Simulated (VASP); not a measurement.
# Si (P6_3/mmc) in VASP: settings compared

Si is run at these levels: PBE, RPBE; tasks: single point.

All numbers are computed with VASP 6.6.1; they aren't measurements. Logs are shortened: lines on timing, memory, paths and dates and some standing lists are left out, and cuts for length are marked.

### Step 1. The cell of the first run

It takes space group P6_3/mmc (No. 194, hexagonal). Conventional cell: a = 3.851 Å, b = 3.851 Å, c = 6.365 Å, α = 90.00°, β = 90.00°, γ = 120.00°. Si (site symmetry 3m) has 4 Si at 2.36 to 2.38 Å within 3.1 Å.

This isn't the form of Si at room conditions, which is diamond.

### Step 2. Single point, PBE

Input file INCAR:

```
SYSTEM = Si
  PREC = Accurate
  ENCUT = 520
  EDIFF = 1E-7
  ISMEAR = 0
  SIGMA = 0.02
  LREAL = Auto
  LASPH = .TRUE.
  NELM = 100
  ALGO = Normal
  ISIF = 2
  LWAVE = .FALSE.
  LCHARG = .FALSE.
  GGA = PE
  NBANDS = 186
```

Input file KPOINTS:

```
Automatic mesh
0
G
  1 1 1
  0 0 0
```

Input file POSCAR:

```
Si
1.0
    5.7769209609    -10.0059206155      0.0000000000
  -11.5538419217     -0.0000000001      0.0000000000
    0.0000000000      0.0000000000    -12.7300453979
Si
72
Direct
    0.4444444444      0.5555555556      0.4685345301
    0.4444444444      0.5555555556      0.9685345301
    0.1111111111      0.5555555556      0.4685345301
    0.1111111111      0.5555555556      0.9685345301
    0.7777777778      0.5555555556      0.4685345301
    0.7777777778      0.5555555556      0.9685345301
    0.4444444444      0.2222222222      0.4685345301
    0.4444444444      0.2222222222      0.9685345301
    0.1111111111      0.2222222222      0.4685345301
    0.1111111111      0.2222222222      0.9685345301
    0.7777777778      0.2222222222      0.4685345301
    0.7777777778      0.2222222222      0.9685345301
    0.4444444444      0.8888888889      0.4685345301
    0.4444444444      0.8888888889      0.9685345301
    0.1111111111      0.8888888889      0.4685345301
    0.1111111111      0.8888888889      0.9685345301
    0.7777777778      0.8888888889      0.4685345301
    0.7777777778      0.8888888889      0.9685345301
    0.5555555556      0.4444444444      0.2185345301
    0.5555555556      0.4444444444      0.7185345301
    0.2222222222      0.4444444444      0.2185345301
    0.2222222222      0.4444444444      0.7185345301
    0.8888888889      0.4444444444      0.2185345301
    0.8888888889      0.4444444444      0.7185345301
    0.5555555556      0.1111111111      0.2185345301
    0.5555555556      0.1111111111      0.7185345301
    0.2222222222      0.1111111111      0.2185345301
    0.2222222222      0.1111111111      0.7185345301
    0.8888888889      0.1111111111      0.2185345301
    0.8888888889      0.1111111111      0.7185345301
    0.5555555556      0.7777777778      0.2185345301
    0.5555555556      0.7777777778      0.7185345301
    0.2222222222      0.7777777778      0.2185345301
    0.2222222222      0.7777777778      0.7185345301
    0.8888888889      0.7777777778      0.2185345301
    0.8888888889      0.7777777778      0.7185345301
    0.4444444444      0.5555555556      0.2814654699
    0.4444444444      0.5555555556      0.7814654699
    0.1111111111      0.5555555556      0.2814654699
    0.1111111111      0.5555555556      0.7814654699
    0.7777777778      0.5555555556      0.2814654699
    0.7777777778      0.5555555556      0.7814654699
    0.4444444444      0.2222222222      0.2814654699
    0.4444444444      0.2222222222      0.7814654699
    0.1111111111      0.2222222222      0.2814654699
    0.1111111111      0.2222222222      0.7814654699
    0.7777777778      0.2222222222      0.2814654699
    0.7777777778      0.2222222222      0.7814654699
    0.4444444444      0.8888888889      0.2814654699
    0.4444444444      0.8888888889      0.7814654699
    0.1111111111      0.8888888889      0.2814654699
    0.1111111111      0.8888888889      0.7814654699
    0.7777777778      0.8888888889      0.2814654699
    0.7777777778      0.8888888889      0.7814654699
    0.5555555556      0.4444444444      0.0314654699
    0.5555555556      0.4444444444      0.5314654699
    0.2222222222      0.4444444444      0.0314654699
    0.2222222222      0.4444444444      0.5314654699
    0.8888888889      0.4444444444      0.0314654699
    0.8888888889      0.4444444444      0.5314654699
    0.5555555556      0.1111111111      0.0314654699
    0.5555555556      0.1111111111      0.5314654699
    0.2222222222      0.1111111111      0.0314654699
    0.2222222222      0.1111111111      0.5314654699
    0.8888888889      0.1111111111      0.0314654699
    0.8888888889      0.1111111111      0.5314654699
    0.5555555556      0.7777777778      0.0314654699
    0.5555555556      0.7777777778      0.5314654699
    0.2222222222      0.7777777778      0.0314654699
    0.2222222222      0.7777777778      0.5314654699
    0.8888888889      0.7777777778      0.0314654699
    0.8888888889      0.7777777778      0.5314654699
```

Potentials or basis: VASP PAW PBE potentials, release 64 (Si).

Started as:

```bash
> cat potpaw_PBE.64/Si/POTCAR > POTCAR
> mpirun -np 1 vasp_gam > vasp.out
```

OUTCAR:

```text
SYSTEM = Si
   PREC = Accurate
   ENCUT = 520
   EDIFF = 1E-7
   ISMEAR = 0
   LREAL = Auto
   LASPH = .TRUE.
   NELM = 100
   ISIF = 2
   GGA = PE

 ion  position               nearest neighbor table
   1  0.444  0.556  0.469-  68 2.36  58 2.36  56 2.36  37 2.38
   2  0.444  0.556  0.969-  67 2.36  57 2.36  55 2.36  38 2.38
   3  0.111  0.556  0.469-  70 2.36  60 2.36  58 2.36  39 2.38
   4  0.111  0.556  0.969-  69 2.36  59 2.36  57 2.36  40 2.38
   5  0.778  0.556  0.469-  72 2.36  56 2.36  60 2.36  41 2.38
   6  0.778  0.556  0.969-  71 2.36  55 2.36  59 2.36  42 2.38
[... 64 lines left out ...]
  71  0.889  0.778  0.031-  18 2.36   6 2.36  16 2.36  35 2.38
  72  0.889  0.778  0.531-  17 2.36   5 2.36  15 2.36  36 2.38

  LATTYP: Found a hexagonal cell.
 ALAT       =    11.5538419217
 C/A-ratio  =     1.1018019360

  Lattice vectors:

 A1 = (   5.7769209609, -10.0059206155,   0.0000000000)
 A2 = ( -11.5538419217,  -0.0000000001,   0.0000000000)
 A3 = (   0.0000000000,   0.0000000000, -12.7300453979)

Analysis of symmetry for initial positions (statically):
=====================================================================
 Subroutine PRICEL returns following result:

  LATTYP: Found a hexagonal cell.
 ALAT       =     3.8512806402
 C/A-ratio  =     1.6527029042

  Lattice vectors:

 A1 = (   1.9256403201,  -3.3353068715,   0.0000000000)
 A2 = (  -3.8512806402,  -0.0000000000,   0.0000000000)
 A3 = (   0.0000000000,   0.0000000000,  -6.3650226989)

  18 primitive cells build up your supercell.

 Routine SETGRP: Setting up the symmetry group for a
 hexagonal supercell.

 Subroutine GETGRP returns: Found 24 space group operations
 (whereof 12 operations were pure point group operations)
 out of a pool of 24 trial point group operations.

The static configuration has the point symmetry D_3d.
 The point group associated with its full space group is D_6h.

Analysis of symmetry for dynamics (positions and initial velocities):
=====================================================================
 Subroutine PRICEL returns following result:

  LATTYP: Found a hexagonal cell.
 ALAT       =     3.8512806402
 C/A-ratio  =     1.6527029042

  Lattice vectors:

 A1 = (   1.9256403201,  -3.3353068715,   0.0000000000)
 A2 = (  -3.8512806402,  -0.0000000000,   0.0000000000)
 A3 = (   0.0000000000,   0.0000000000,  -6.3650226989)

  18 primitive cells build up your supercell.

 Routine SETGRP: Setting up the symmetry group for a
 hexagonal supercell.

 Subroutine GETGRP returns: Found 24 space group operations
 (whereof 12 operations were pure point group operations)
 out of a pool of 24 trial point group operations.

The dynamic configuration has the point symmetry D_3d.
 The point group associated with its full space group is D_6h.

 Subroutine INISYM returns: Found 24 space group operations
 (whereof 12 operations are pure point group operations),
 and found    18 'primitive' translations

----------------------------------------------------------------------------------------

                                     Primitive cell

  volume of cell :      81.7600

  direct lattice vectors                    reciprocal lattice vectors
     1.925640320 -3.335306871  0.000000000     0.000000000 -0.299822487  0.000000000
    -3.851280640 -0.000000000  0.000000000    -0.259653890 -0.149911243  0.000000000
     0.000000000  0.000000000 -6.365022699     0.000000000  0.000000000 -0.157108631

  length of vectors
     3.851280640  3.851280640  6.365022699     0.299822487  0.299822487  0.157108631

  position of ions in fractional coordinates (direct lattice)
     0.333333333  0.666666667  0.937069060
     0.666666667  0.333333333  0.437069060
     0.333333333  0.666666667  0.562930940
     0.666666667  0.333333333  0.062930940

  ion indices of the primitive-cell ions
   primitive index   ion index
                 1           1
                 2          19
                 3          37
                 4          56

----------------------------------------------------------------------------------------

 KPOINTS: Automatic mesh

Automatic generation of k-mesh.
 Grid dimensions read from file:
 generate k-points for:    1    1    1

 Generating k-lattice:

  Cartesian coordinates                     Fractional coordinates (reciprocal lattice)
     0.000000000 -0.099940829  0.000000000     1.000000000  0.000000000  0.000000000
    -0.086551297 -0.049970414  0.000000000     0.000000000  1.000000000  0.000000000
     0.000000000  0.000000000 -0.078554315     0.000000000  0.000000000  1.000000000

  Length of vectors
     0.099940829  0.099940829  0.078554315

  Shift w.r.t. Gamma in fractional coordinates (k-lattice)
     0.000000000  0.000000000  0.000000000

 Subroutine IBZKPT returns following result:
 ===========================================

 Found      1 irreducible k-points:

 Following reciprocal coordinates:
            Coordinates               Weight
  0.000000  0.000000  0.000000      1.000000
   k-points           NKPTS =      1   k-points in BZ     NKDIM =      1   number of bands    NBANDS=    186
   number of dos      NEDOS =    301   number of ions     NIONS =     72
   total plane-waves  NPLWV = 777600
   dimension x,y,z NGX =    90 NGY =   90 NGZ =   96
   dimension x,y,z NGXF=   180 NGYF=  180 NGZF=  192
   ions per type =              72
   NGX,Y,Z   is equivalent  to a cutoff of  12.95, 12.95, 12.54 a.u.
   NGXF,Y,Z  is equivalent  to a cutoff of  25.90, 25.90, 25.07 a.u.
 SYSTEM =  Si
   PREC   = accura    normal or accurate (medium, high low for compatibility)
   ISTART =      0    job   : 0-new  1-cont  2-samecut
   ICHARG =      2    charge: 1-file 2-atom 10-const
   ISPIN  =      1    spin polarized calculation?
   LNONCOLLINEAR =      F non collinear calculations
   LSORBIT =      F    spin-orbit coupling
   LASPH  =      T    aspherical Exc in radial PAW
   ENCUT  =  520.0 eV  38.22 Ry    6.18 a.u.  21.48 21.48 23.67*2*pi/ulx,y,z
   NELM   =    100;   NELMIN=  2; NELMDL= -5     # of ELM steps
   EDIFF  = 0.1E-06   stopping-criterion for ELM
   LREAL  =      T    real-space projection
   EDIFFG = 0.1E-05   stopping-criterion for IOM
   NSW    =      0    number of steps for IOM
   IBRION =     -1    ionic relax: 0-MD 1-quasi-New 2-CG
   NFREE  =      0    steps in history (QN), initial steepest desc. (CG)
   ISIF   =      2    stress and relaxation
   ISYM   =      2    0-nonsym 1-usesym 2-fastsym
   POTIM  = 0.5000    time-step for ionic-motion
   TEBEG  =    0.0;   TEEND  =   0.0 temperature during run
   PSTRESS=    0.0 pullay stress
   NELECT =     288.0000    total number of electrons
   NUPDOWN=      -1.0000    fix difference up-down
   EMIN   =  10.00;   EMAX   =-10.00  energy-range for DOS
   EFERMI =   0.00;   METHOD = LEGACY
   ISMEAR =     0;   SIGMA  =   0.02  broadening in eV -4-tet -1-fermi 0-gaus
   EFERMI_NEDOS =   21; number of points for ismear=-14 and -15
   IALGO  =     38    algorithm
   IMIX   =      4    mixing-type and parameters
     AMIX     =   0.40;   BMIX     =  1.00
     AMIX_MAG =   1.60;   BMIX_MAG =  1.00
  volume/ion in A,a.u.               =      20.44       137.94
  Fermi-wavevector in a.u.,A,eV,Ry     =   0.950461  1.796112 12.291190  0.903377
  Thomas-Fermi vector in A             =   2.078840
   LORBIT       =      0    0 simple, 1 ext, 2 COOP (PROOUT), +10 PAW based schemes
   GGA     = PE    functional components
   LHFCALC =     F    Hartree Fock is set to
   AEXX    =    0.0000 exact exchange contribution
   IVDW    =     0    specifies the selected vdW correction
   LEPSILON=     F    determine dielectric tensor
   LRPA    =     F    only Hartree local field effects (RPA)
 non-spin polarized calculation
 Gauss-broadening in eV      SIGMA  =   0.02
  energy-cutoff  :      520.00
  volume of cell :     1471.68
 maximum number of plane-waves:     19764
 NGX is ok and might be reduce to    90
   NGX = 43   NGY = 43   NGZ = 47

 number of electron     288.0000019 magnetization

 Free energy of the ion-electron system (eV)
  ---------------------------------------------------
  ext. energy  EPLUGINS =         0.00000000
  ---------------------------------------------------
  free energy    TOTEN  =      -378.67254370 eV

  energy without entropy =     -378.67254370  energy(sigma->0) =     -378.67254370

 E-fermi :   6.0273     XC(G=0):  -9.2891

 val. band max:        5.9230297375   @ k =   0.0000   0.0000   0.0000
 cond. band min:       6.6584878460   @ k =   0.0000   0.0000   0.0000
 fundamental gap:      0.7354581085
 Fermi energy:         6.0272649322

 k-point     1 :       0.0000    0.0000    0.0000
  band No.  band energies     occupation
      1      -6.1664      2.00000
      2      -5.3884      2.00000
      3      -5.3884      2.00000
      4      -4.9440      2.00000
      5      -4.9440      2.00000
      6      -4.9440      2.00000
[... 148 lines left out ...]
    155       7.0742      0.00000
    156       7.0742      0.00000
 [bands above 156 left out]

------------------------ aborting loop because EDIFF is reached ----------------------------------------

  FORCE on cell =-STRESS in cart. coord.  units (eV):
  Direction    XX          YY          ZZ          XY          YZ          ZX
  --------------------------------------------------------------------------------------
  -------------------------------------------------------------------------------------
  Total       18.5329710     18.5329710     -8.1781007      0.0000000      0.0000000      0.0000000
  in kB       20.1763314     20.1763314     -8.9032713      0.0000000      0.0000000      0.0000000
  external PRESSURE =      10.4831305 kB  Pullay stress =       0.0000000 kB

 VOLUME and BASIS-vectors are now :
 -----------------------------------------------------------------------------
  energy-cutoff  :      520.00
  volume of cell :     1471.68
      direct lattice vectors                 reciprocal lattice vectors
     5.776920961-10.005920615  0.000000000     0.000000000 -0.099940829  0.000000000
   -11.553841922 -0.000000000  0.000000000    -0.086551297 -0.049970414  0.000000000
     0.000000000  0.000000000-12.730045398     0.000000000  0.000000000 -0.078554315

 POSITION                                       TOTAL-FORCE (eV/Angst)
 -----------------------------------------------------------------------------------
     -3.85128     -4.44708     -5.96447         0.000000     -0.000000     -0.096411
     -3.85128     -4.44708    -12.32949         0.000000     -0.000000     -0.096411
     -5.77692     -1.11177     -5.96447         0.000000     -0.000000     -0.096411
     -5.77692     -1.11177    -12.32949         0.000000      0.000000     -0.096411
     -1.92564     -7.78238     -5.96447         0.000000     -0.000000     -0.096411
     -1.92564     -7.78238    -12.32949         0.000000     -0.000000     -0.096411
[... 64 lines left out ...]
     -3.85128     -8.89415     -0.40056        -0.000000     -0.000000      0.096411
     -3.85128     -8.89415     -6.76558        -0.000000      0.000000      0.096411
 -----------------------------------------------------------------------------------
    total drift:                                0.000000      0.000000     -0.000000

  FREE ENERGIE OF THE ION-ELECTRON SYSTEM (eV)
  ---------------------------------------------------
  free  energy   TOTEN  =      -378.6725436963 eV

  energy  without entropy=     -378.6725436963  energy(sigma->0) =     -378.67254370
```

It took 5.4 min on 1 thread of Intel Xeon 6975P-C (Granite Rapids), shared host; peak memory 1.3 GiB.

What came out:

```yaml
Free_energy: -378.6725 eV
Pressure: 1.0 GPa
Largest_force: 0.096 eV/Å
Band_gap_on_the_k_mesh: 0.74 eV
```

Forces on the atoms (eV/Å):
```
Si   0.000  0.000 -0.096
Si   0.000  0.000 -0.096
Si   0.000  0.000 -0.096
Si   0.000  0.000 -0.096
Si   0.000  0.000 -0.096
Si   0.000  0.000 -0.096
Si   0.000  0.000 -0.096
Si   0.000  0.000 -0.096
Si   0.000  0.000 -0.096
Si   0.000  0.000 -0.096
Si   0.000  0.000 -0.096
Si   0.000  0.000 -0.096
Si   0.000  0.000 -0.096
Si   0.000  0.000 -0.096
Si   0.000  0.000 -0.096
Si   0.000  0.000 -0.096
Si   0.000  0.000 -0.096
Si   0.000  0.000 -0.096
Si   0.000  0.000 -0.096
Si   0.000  0.000 -0.096
Si   0.000  0.000 -0.096
Si   0.000  0.000 -0.096
Si   0.000  0.000 -0.096
Si   0.000  0.000 -0.096
Si   0.000  0.000 -0.096
Si   0.000  0.000 -0.096
Si   0.000  0.000 -0.096
Si   0.000  0.000 -0.096
Si   0.000  0.000 -0.096
Si   0.000  0.000 -0.096
Si   0.000  0.000 -0.096
Si   0.000  0.000 -0.096
Si   0.000  0.000 -0.096
Si   0.000  0.000 -0.096
Si   0.000  0.000 -0.096
Si   0.000  0.000 -0.096
Si   0.000  0.000  0.096
Si   0.000  0.000  0.096
Si   0.000  0.000  0.096
Si   0.000  0.000  0.096
Si   0.000  0.000  0.096
Si   0.000  0.000  0.096
Si   0.000  0.000  0.096
Si   0.000  0.000  0.096
Si   0.000  0.000  0.096
Si   0.000  0.000  0.096
Si   0.000  0.000  0.096
Si   0.000  0.000  0.096
Si   0.000  0.000  0.096
Si   0.000  0.000  0.096
Si   0.000  0.000  0.096
Si   0.000  0.000  0.096
Si   0.000  0.000  0.096
Si   0.000  0.000  0.096
Si   0.000  0.000  0.096
Si   0.000  0.000  0.096
Si   0.000  0.000  0.096
Si   0.000  0.000  0.096
Si   0.000  0.000  0.096
Si   0.000  0.000  0.096
Si   0.000  0.000  0.096
Si   0.000  0.000  0.096
Si   0.000  0.000  0.096
Si   0.000  0.000  0.096
Si   0.000  0.000  0.096
Si   0.000  0.000  0.096
Si   0.000  0.000  0.096
Si   0.000  0.000  0.096
Si   0.000  0.000  0.096
Si   0.000  0.000  0.096
Si   0.000  0.000  0.096
Si   0.000  0.000  0.096
```

Stress tensor (GPa, compression positive):
```
 2.02  0.00  0.00
 0.00  2.02  0.00
 0.00  0.00 -0.89
```

Levels at points of the mesh, in eV from the valence-band top:
| k point | band 140 | band 141 | band 142 | band 143 | band 144 | band 145 | band 146 | band 147 | band 148 | band 149 |
| --- | --- | --- | --- | --- | --- | --- | --- | --- | --- | --- |
| (0.00, 0.00, 0.00) | -0.91 | -0.91 | -0.34 | 0.00 | 0.00 | 0.74 | 0.74 | 0.74 | 0.74 | 0.74 |

Caveat: the k points lie up to 0.63 Å⁻¹ apart.

### Step 3. Single point, PBE (biaxial strain in the a-b plane: +3.0 %, then relaxed in part)

Input file INCAR:

```
ALGO = Normal
EDIFF = 1E-6
ENCUT = 520
GGA = PE
ISIF = 2
ISMEAR = 0
LASPH = True
LCHARG = False
LREAL = False
LWAVE = False
NBANDS = 16
NELM = 80
PREC = Accurate
SIGMA = 0.02
```

Input file KPOINTS:

```
k-points
0
Gamma
  12 12 6
```

Input file POSCAR:

```
Si
1.0
    3.9668190449      0.0000000000      0.0000000000
   -1.9834095225      3.4353660651      0.0000000000
    0.0000000000      0.0000000000      6.3108372146
Si
4
Direct
    0.3333333333      0.6666666667      0.0606629648
    0.6666666667      0.3333333333      0.5606629648
    0.3333333333      0.6666666667      0.4393370352
    0.6666666667      0.3333333333      0.9393370352
```

Potentials or basis: VASP PAW PBE potentials, release 64 (Si).

Started as:

```bash
> cat potpaw_PBE.64/Si/POTCAR > POTCAR
> mpirun -np 1 vasp_std > vasp.out
```

Wall time 56 s (1 thread of Intel Xeon Platinum 8559C (Emerald Rapids), shared host); peak memory 0.22 GiB.

The run converged. Its results:

```yaml
Free_energy: -21.5586 eV
Pressure: -4.0 GPa
Band_gap_on_the_k_mesh: 0.42 eV (least direct gap 0.48 eV)
```

Stress tensor (GPa, compression positive):
```
-5.96  0.00  0.00
 0.00 -5.96  0.00
 0.00  0.00 -0.05
```

Levels at points of the mesh, in eV from the valence-band top:
| k point | band 6 | band 7 | band 8 | band 9 | band 10 | band 11 |
| --- | --- | --- | --- | --- | --- | --- |
| (0.00, 0.00, 0.00) | -0.07 | 0.00 | 0.00 | 0.48 | 1.93 | 1.93 |
| (0.50, 0.00, 0.00) | -2.95 | -2.66 | -1.28 | 0.42 | 2.32 | 3.17 |
| (0.00, 0.00, 0.50) | -0.96 | -0.96 | -0.96 | 1.34 | 1.34 | 2.93 |
| (0.50, 0.00, 0.50) | -2.30 | -2.09 | -2.09 | 1.00 | 1.00 | 1.94 |

Caveat: the cell differs from its parent crystal (biaxial strain in the a-b plane: +3.0 %, then relaxed in part); the stress differs along the axes, from -6 to -0 GPa. A k mesh can miss the band edges.

[end of part 1 of 3]
